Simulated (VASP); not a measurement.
Crystal: Rh.

```
CELL_PARAMETERS angstrom
0.00000 1.89785 1.89785
1.89785 0.00000 1.89785
1.89785 1.89785 0.00000
ATOMIC_POSITIONS crystal
Rh 0.00000 0.00000 0.00000
```

| Property | Result |
| --- | --- |
| Program | VASP 6.6.1 |
| Task | relaxation of cell and atoms |
| Functional | PBE |
| Potentials or basis | VASP PAW PBE potentials, release 64 (Rh_pv) |
| Cutoff | 600 eV |
| k mesh | 15 × 15 × 15 |
| Occupations | methfessel-paxton, width 0.1 eV |
| Spin | no spin polarisation |

At the start: pressure 7.2 GPa; volume 13.67 Å³/atom.

**Question.** Where does the relaxation end?

**Answer.** Over 4 steps the energy falls by 7.9 meV/atom and the volume is 14.03 Å³/atom (+2.7 %); space group Fm-3m (No. 225, to 0.1 Å) before and after.

The path:
| step | energy change (eV) | largest force (eV/Å) | pressure (GPa) | volume (Å³) |
| --- | --- | --- | --- | --- |
| 1 | 0.0000 | 0.0000 | 7.25 | 13.67 |
| 2 | 0.0329 | 0.0000 | -13.62 | 14.93 |
| 3 | -0.0079 | 0.0000 | -0.14 | 14.04 |
| 4 | -0.0079 | 0.0000 | -0.01 | 14.03 |

Final structure:
```xyz
1
Lattice="0.0000 1.9145 1.9145 1.9145 0.0000 1.9145 1.9145 1.9145 0.0000" Properties=species:S:1:pos:R:3 pbc="T T T"
Rh    0.0000    0.0000    0.0000
```
